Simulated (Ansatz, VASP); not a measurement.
# WS2: VASP beside Ansatz

Contents of INCAR:

```
SYSTEM = WS2
ALGO     = Normal         ! electronic algorithm
EDIFF    = 1E-6           ! SCF threshold, eV
ENCUT    = 520            ! plane-wave cutoff, eV
GGA      = CA             ! functional
ISIF     = 2              ! what is computed and relaxed
ISMEAR   = 0              ! smearing method
LASPH    = .TRUE.         ! aspherical terms in the spheres
LCHARG   = .TRUE.         ! write CHGCAR
LELF     = .TRUE.         ! ELF
LREAL    = .FALSE.        ! projectors in reciprocal space
LVHAR    = .TRUE.       
LWAVE    = .FALSE.        ! write WAVECAR
NBANDS   = 20             ! bands
NELM     = 100            ! most SCF steps
PREC     = Accurate       ! precision mode
SIGMA    = 0.05           ! smearing width, eV
```

Contents of KPOINTS:

```
k-points
0
G
  12 12 2
  0 0 0
```

The input POSCAR:

```
WS2
1.0
    3.1835163552      0.0000000000      0.0000000000
   -1.5917581776      2.7570060369      0.0000000000
    0.0000000000      0.0000000000     16.9505778900
W S
1 2
Direct
    0.3333333333      0.6666666667      0.0000000000
    0.6666666667      0.3333333333      0.9079994900
    0.6666666667      0.3333333333      0.0920005100
```

Input for Ansatz:

```yaml
crystal:
  lattice:
    - [3.1835163552, 0.0, 0.0]
    - [-1.5917581776, 2.7570060369, 0.0]
    - [0.0, 0.0, 16.95057789]
  atoms:
    - { symbol: W, position: [0.3333333333, 0.6666666667, 0.0] }
    - { symbol: S, position: [0.6666666667, 0.3333333333, 0.90799949] }
    - { symbol: S, position: [0.6666666667, 0.3333333333, 0.09200051] }
basis:
  ecutwfc: 420
kpoints:
  mp_grid: { grid: [12, 12, 2] }
hamiltonian:
  xc: lda
scf:
  occupations: { method: gaussian, width: 0.05 }
output:
  forces: true
  stress: true
  eigenvalues: true
```

Alike in both runs: task single point; functional LDA; k mesh 12 × 12 × 2; occupations gaussian, width 0.05 eV; no spin polarisation.

|  | VASP | Ansatz |
| --- | --- | --- |
| version | VASP 6.6.1 | Ansatz 0.2.0 |
| potentials or method | VASP PAW LDA potentials, release 64 (W_sv, S), cutoff 520 eV | scalar-relativistic, plane waves, PAW |
| valence electrons in the cell | 26 | 26 |

VASP gave:

- gap on the k mesh at the Fermi level (eV): 1.78
- least direct gap on the mesh (eV): 1.79
- rms of the force components (eV/Å): 0.168

Q: Estimate Ansatz's values.

A: gap on the k mesh at the Fermi level (eV): 1.77; least direct gap on the mesh (eV): 1.77; rms of the force components (eV/Å): 0.190.

LDA's correlation is that of Perdew and Zunger in VASP and of Perdew and Wang (1992) in Ansatz. Atom by atom the forces differ by 0.022 eV/Å (rms over components).

Neither program's run includes spin-orbit coupling.
